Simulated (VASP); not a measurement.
The system is Br.

```
Br
1.0
     3.36325   -2.32255    0.00000
     3.36325    2.32255    0.00000
     0.00000    0.00000    8.70230
Br
4
Direct
  0.36510 0.63490 0.39010
  0.13490 0.86510 0.89010
  0.63490 0.36510 0.60990
  0.86510 0.13490 0.10990
```

Program: VASP 6.6.1. Alike in all runs: task single point; no spin polarisation; cell as given; cutoff (eV) 520.

Q: Order these runs on this cell by their band gap on the k mesh, lowest first.
A. level PBE; potentials or basis VASP PAW PBE potentials, release 64 (Br); k mesh 7 × 7 × 3; smearing gaussian 0.02 eV
B. level r2SCAN; potentials or basis VASP PAW PBE potentials, release 64 (Br); k mesh 7 × 7 × 3; smearing fermi-dirac 0.05 eV
C. level LDA; potentials or basis VASP PAW LDA potentials, release 64 (Br); k mesh 6 × 6 × 4; smearing gaussian 0.01 eV

A: C (1.74 eV), A (1.90 eV), B (2.21 eV).

Caveats: an odd mesh through Γ misses points on the zone boundary, where band edges can lie (at least some runs).

A k mesh can miss the band edges, odd and even meshes differently.
